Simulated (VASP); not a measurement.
# CO2 in VASP: notebook, part 2 of 2

VASP 6.6.1. The steps go on from the part before.

## Step 3: Single point, PBE+D3(BJ)

INCAR

```
PREC     = Accurate       # precision mode
ENCUT    = 520            # plane-wave cutoff, eV
EDIFF    = 1E-6           # SCF threshold, eV
ISMEAR   = -1             # smearing method
SIGMA    = 0.05           # smearing width, eV
LREAL    = Auto         
LASPH    = True           # aspherical terms in the spheres
NELM     = 60             # most SCF steps
ALGO     = Normal         # electronic algorithm
ISIF     = 2              # what is computed and relaxed
LWAVE    = False          # write WAVECAR
LCHARG   = False          # write CHGCAR
GGA      = PE             # functional
IVDW     = 12             # dispersion correction
NBANDS   = 82             # bands
```

KPOINTS

```
Automatic mesh
0
Gamma
  1 1 1
```

POSCAR

```
CO2
1.0
    8.0824800000      0.0000000000      0.0000000000
    0.0000000000      8.0824800000      0.0000000000
    0.0000000000      0.0000000000      8.0824800000
C O
8 16
Direct
    0.5423706585      0.7912051746      0.8757584306
    0.9748245588      0.4708579545      0.6228533816
    0.0656605398      0.2164558403      0.1058585979
    0.6614059051      0.1263844761      0.6494912453
    0.5879012382      0.5581950095      0.4128559551
    0.1153111421      0.8337045065      0.4188689610
    0.4853460819      0.3906721699      0.0269842919
    0.0369935960      0.7646786630      0.9202249805
    0.5797601726      0.9238006157      0.9275370926
    0.4938706932      0.6692624046      0.8205031129
    0.8604784670      0.5362586731      0.5490022864
    1.0949238353      0.4239045441      0.6705615108
    0.1383362532      0.1748720690      0.2229513714
   -0.0541046807      0.2150948719      0.0305475547
    0.5424572656      0.0752615534      0.5717304590
    0.7867758411      0.1702447764      0.6978551138
    0.6119161445      0.6994882759      0.3896576298
    0.5299858459      0.4303010957      0.4421786382
    0.2128307153      0.8460645742      0.5406632618
    0.0245716661      0.8051736596      0.3167468401
    0.4420177965      0.5265957973      0.0441448664
    0.5435460403      0.2666632024     -0.0049489761
   -0.0589546773      0.8122012056      0.8241529827
    0.1185032317      0.7116627570      1.0214810306
```

Potentials or basis: VASP PAW PBE potentials, release 64 (C, O).

Command:

```bash
cat potpaw_PBE.64/C/POTCAR potpaw_PBE.64/O/POTCAR > POTCAR
mpirun -np 1 vasp_gam > vasp.out
```

OUTCAR:

```text
PREC = Accurate
   ENCUT = 520
   EDIFF = 1E-6
   ISMEAR = -1
   LREAL = Auto
   LASPH = True
   NELM = 60
   ISIF = 2
   GGA = PE
   IVDW = 12
 IVDW          = 12

 ion  position               nearest neighbor table
   1  0.542  0.791  0.876-  10 1.15   9 1.19
   2  0.975  0.471  0.623-  12 1.11  11 1.22
   3  0.066  0.216  0.106-  14 1.14  13 1.16
   4  0.661  0.126  0.649-  16 1.14  15 1.22
   5  0.588  0.558  0.413-  18 1.16  17 1.17
   6  0.115  0.834  0.419-  20 1.13  19 1.27
   7  0.485  0.391  0.027-  22 1.14  21 1.16
   8  0.037  0.765  0.920-  24 1.13  23 1.16
   9  0.580  0.924  0.928-   1 1.19
  10  0.494  0.669  0.821-   1 1.15
  11  0.860  0.536  0.549-   2 1.22
  12  0.095  0.424  0.671-   2 1.11
  13  0.138  0.175  0.223-   3 1.16
  14  0.946  0.215  0.031-   3 1.14
[... 8 lines left out ...]
  23  0.941  0.812  0.824-   8 1.16
  24  0.119  0.712  0.021-   8 1.13

  LATTYP: Found a simple cubic cell.
 ALAT       =     8.0824800000

  Lattice vectors:

 A1 = (   8.0824800000,   0.0000000000,   0.0000000000)
 A2 = (   0.0000000000,   8.0824800000,   0.0000000000)
 A3 = (   0.0000000000,   0.0000000000,   8.0824800000)

Analysis of symmetry for initial positions (statically):
=====================================================================
 Subroutine PRICEL returns:
 Original cell was already a primitive cell.

 Routine SETGRP: Setting up the symmetry group for a
 simple cubic supercell.

 Subroutine GETGRP returns: Found  1 space group operations
 (whereof  1 operations were pure point group operations)
 out of a pool of 48 trial point group operations.

The static configuration has the point symmetry C_1 .

Analysis of symmetry for dynamics (positions and initial velocities):
=====================================================================
 Subroutine PRICEL returns:
 Original cell was already a primitive cell.

 Routine SETGRP: Setting up the symmetry group for a
 simple cubic supercell.

 Subroutine GETGRP returns: Found  1 space group operations
 (whereof  1 operations were pure point group operations)
 out of a pool of 48 trial point group operations.

The dynamic configuration has the point symmetry C_1 .

 Subroutine INISYM returns: Found  1 space group operations
 (whereof  1 operations are pure point group operations),
 and found     1 'primitive' translations

----------------------------------------------------------------------------------------

                                     Primitive cell

  volume of cell :     528.0000

  direct lattice vectors                    reciprocal lattice vectors
     8.082480000  0.000000000  0.000000000     0.123724401  0.000000000  0.000000000
     0.000000000  8.082480000  0.000000000     0.000000000  0.123724401  0.000000000
     0.000000000  0.000000000  8.082480000     0.000000000  0.000000000  0.123724401

  length of vectors
     8.082480000  8.082480000  8.082480000     0.123724401  0.123724401  0.123724401

  position of ions in fractional coordinates (direct lattice)
     0.542370658  0.791205175  0.875758431
     0.974824559  0.470857954  0.622853382
     0.065660540  0.216455840  0.105858598
     0.661405905  0.126384476  0.649491245
     0.587901238  0.558195009  0.412855955
     0.115311142  0.833704506  0.418868961
[... 16 lines left out ...]
     0.941045323  0.812201206  0.824152983
     0.118503232  0.711662757  0.021481031

  ion indices of the primitive-cell ions
   primitive index   ion index
                 1           1
                 2           2
                 3           3
                 4           4
                 5           5
                 6           6
[... 16 lines left out ...]
                23          23
                24          24

----------------------------------------------------------------------------------------

 KPOINTS: Automatic mesh

Automatic generation of k-mesh.
 Grid dimensions read from file:
 generate k-points for:    1    1    1

 Generating k-lattice:

  Cartesian coordinates                     Fractional coordinates (reciprocal lattice)
     0.123724401  0.000000000  0.000000000     1.000000000  0.000000000  0.000000000
     0.000000000  0.123724401  0.000000000     0.000000000  1.000000000  0.000000000
     0.000000000  0.000000000  0.123724401     0.000000000  0.000000000  1.000000000

  Length of vectors
     0.123724401  0.123724401  0.123724401

  Shift w.r.t. Gamma in fractional coordinates (k-lattice)
     0.000000000  0.000000000  0.000000000

 Subroutine IBZKPT returns following result:
 ===========================================

 Found      1 irreducible k-points:

 Following reciprocal coordinates:
            Coordinates               Weight
  0.000000  0.000000  0.000000      1.000000
   k-points           NKPTS =      1   k-points in BZ     NKDIM =      1   number of bands    NBANDS=     82
   number of dos      NEDOS =    301   number of ions     NIONS =     24
   total plane-waves  NPLWV = 216000
   dimension x,y,z NGX =    60 NGY =   60 NGZ =   60
   dimension x,y,z NGXF=   120 NGYF=  120 NGZF=  120
   ions per type =               8  16
   NGX,Y,Z   is equivalent  to a cutoff of  12.34, 12.34, 12.34 a.u.
   NGXF,Y,Z  is equivalent  to a cutoff of  24.68, 24.68, 24.68 a.u.
 SYSTEM =  unknown system
   PREC   = accura    normal or accurate (medium, high low for compatibility)
   ISTART =      0    job   : 0-new  1-cont  2-samecut
   ICHARG =      2    charge: 1-file 2-atom 10-const
   ISPIN  =      1    spin polarized calculation?
   LNONCOLLINEAR =      F non collinear calculations
   LSORBIT =      F    spin-orbit coupling
   LASPH  =      T    aspherical Exc in radial PAW
   ENCUT  =  520.0 eV  38.22 Ry    6.18 a.u.  15.03 15.03 15.03*2*pi/ulx,y,z
   NELM   =     60;   NELMIN=  2; NELMDL= -5     # of ELM steps
   EDIFF  = 0.1E-05   stopping-criterion for ELM
   LREAL  =      T    real-space projection
   EDIFFG = 0.1E-04   stopping-criterion for IOM
   NSW    =      0    number of steps for IOM
   IBRION =     -1    ionic relax: 0-MD 1-quasi-New 2-CG
   NFREE  =      0    steps in history (QN), initial steepest desc. (CG)
   ISIF   =      2    stress and relaxation
   ISYM   =      2    0-nonsym 1-usesym 2-fastsym
   POTIM  = 0.5000    time-step for ionic-motion
   TEBEG  =    0.0;   TEEND  =   0.0 temperature during run
   PSTRESS=    0.0 pullay stress
   NELECT =     128.0000    total number of electrons
   NUPDOWN=      -1.0000    fix difference up-down
   EMIN   =  10.00;   EMAX   =-10.00  energy-range for DOS
   EFERMI =   0.00;   METHOD = LEGACY
   ISMEAR =    -1;   SIGMA  =   0.05  broadening in eV -4-tet -1-fermi 0-gaus
   EFERMI_NEDOS =   21; number of points for ismear=-14 and -15
   IALGO  =     38    algorithm
   IMIX   =      4    mixing-type and parameters
     AMIX     =   0.40;   BMIX     =  1.00
     AMIX_MAG =   1.60;   BMIX_MAG =  1.00
  volume/ion in A,a.u.               =      22.00       148.46
  Fermi-wavevector in a.u.,A,eV,Ry     =   1.020783  1.929001 14.177248  1.041998
  Thomas-Fermi vector in A             =   2.154372
   LORBIT       =      0    0 simple, 1 ext, 2 COOP (PROOUT), +10 PAW based schemes
   GGA     = PE    functional components
   LHFCALC =     F    Hartree Fock is set to
   AEXX    =    0.0000 exact exchange contribution
   IVDW    =    12    specifies the selected vdW correction
   LEPSILON=     F    determine dielectric tensor
   LRPA    =     F    only Hartree local field effects (RPA)
 non-spin polarized calculation
  energy-cutoff  :      520.00
  volume of cell :      528.00
 maximum number of plane-waves:      7074
   NGX = 31   NGY = 31   NGZ = 31

 number of electron     128.0000015 magnetization

 Free energy of the ion-electron system (eV)
  ---------------------------------------------------
  ext. energy  EPLUGINS =         0.00000000
  ---------------------------------------------------
  free energy    TOTEN  =      -180.81522578 eV

  energy without entropy =     -180.81522578  energy(sigma->0) =     -180.81522578

 E-fermi :  -3.6106     XC(G=0):  -6.1126

 val. band max:       -4.8706731811   @ k =   0.0000   0.0000   0.0000
 cond. band min:      -0.0541028760   @ k =   0.0000   0.0000   0.0000
 fundamental gap:      4.8165703050
 Fermi energy:        -3.6105672116

 k-point     1 :       0.0000    0.0000    0.0000
  band No.  band energies     occupation
      1     -26.8290      2.00000
      2     -26.4129      2.00000
      3     -26.3614      2.00000
      4     -26.2779      2.00000
      5     -26.1540      2.00000
      6     -25.7589      2.00000
[... 68 lines left out ...]
     75       2.8652      0.00000
     76       2.9428      0.00000
 [bands above 76 left out]

------------------------ aborting loop because EDIFF is reached ----------------------------------------

 Edisp (eV)   -1.05514

 E8    (eV) :    -0.2623

  FORCE on cell =-STRESS in cart. coord.  units (eV):
  Direction    XX          YY          ZZ          XY          YZ          ZX
  --------------------------------------------------------------------------------------
  -------------------------------------------------------------------------------------
  Total      13.70760    12.42166     8.82227    -4.29144    -2.85265     7.31937
  in kB      41.59471    37.69263    26.77053   -13.02206    -8.65617    22.21009
  external pressure =       35.35 kB  Pullay stress =        0.00 kB

 VOLUME and BASIS-vectors are now :
 -----------------------------------------------------------------------------
  energy-cutoff  :      520.00
  volume of cell :      528.00
      direct lattice vectors                 reciprocal lattice vectors
     8.082480000  0.000000000  0.000000000     0.123724401  0.000000000  0.000000000
     0.000000000  8.082480000  0.000000000     0.000000000  0.123724401  0.000000000
     0.000000000  0.000000000  8.082480000     0.000000000  0.000000000  0.123724401

 POSITION                                       TOTAL-FORCE (eV/Angst)
 -----------------------------------------------------------------------------------
      4.38370      6.39490      7.07830         0.437501      3.412014      0.652285
      7.87900      3.80570      5.03420        -7.830774      4.272753     -5.079199
      0.53070      1.74950      0.85560        -0.527764     -1.806459      2.747310
      5.34580      1.02150      5.24950        -5.262303     -2.496269     -4.241507
      4.75170      4.51160      3.33690        -1.147868      2.231007      0.062109
      0.93200      6.73840      3.38550         6.631536      0.699046      8.482218
[... 16 lines left out ...]
      7.60598      6.56460      6.66120        -0.890118      0.714397     -1.376228
      0.95780      5.75200      0.17362         3.169727     -1.645311      2.910015
 -----------------------------------------------------------------------------------
    total drift:                                0.006281     -0.002898      0.032142

  FREE ENERGIE OF THE ION-ELECTRON SYSTEM (eV)
  ---------------------------------------------------
  free  energy   TOTEN  =      -181.8703682983 eV

  energy  without entropy=     -181.8703682982  energy(sigma->0) =     -181.87036830
```

Run time: 54 s. Hardware: 1 thread of Intel Xeon Platinum 8488C (Sapphire Rapids), shared host; peak memory 0.45 GiB.

What came out:

| Property | Result |
| --- | --- |
| Free energy | -181.8704 eV |
| Pressure | 3.5 GPa |
| Largest force | 10.790 eV/Å |
| Band gap on the k mesh | 4.82 eV |
| Dispersion energy per atom | -0.044 eV |

Forces in eV/Å, atoms in the order of the input:
```
C    0.438  3.412  0.652
C   -7.831  4.273 -5.079
C   -0.528 -1.806  2.747
C   -5.262 -2.496 -4.242
C   -1.148  2.231  0.062
C    6.632  0.699  8.482
C   -0.444  2.601  0.216
C   -2.207  0.845 -1.787
O    0.039 -1.124 -0.043
O   -0.133 -1.323 -2.113
O    2.110 -1.622  2.046
O    6.108 -2.840  3.225
O    3.380  0.442  1.458
O   -2.822  1.436 -4.152
O    2.330  1.186  2.375
O    2.928  1.307  1.752
O    0.838  0.284 -0.426
O   -0.061 -2.308  0.186
O   -3.527 -0.152 -4.663
O   -3.186 -0.454 -3.548
O   -1.348  0.545  2.042
O    1.416 -4.205 -0.725
O   -0.890  0.714 -1.376
O    3.170 -1.645  2.910
```

Levels at points of the mesh, in eV from the valence-band top:
```
           k point  band 60  band 61  band 62  band 63  band 64  band 65  band 66  band 67  band 68  band 69
(0.00, 0.00, 0.00)    -0.35    -0.30    -0.23    -0.19     0.00     4.82     5.98     6.94     7.03     7.11
```

Caveat: the k points lie up to 0.78 Å⁻¹ apart.
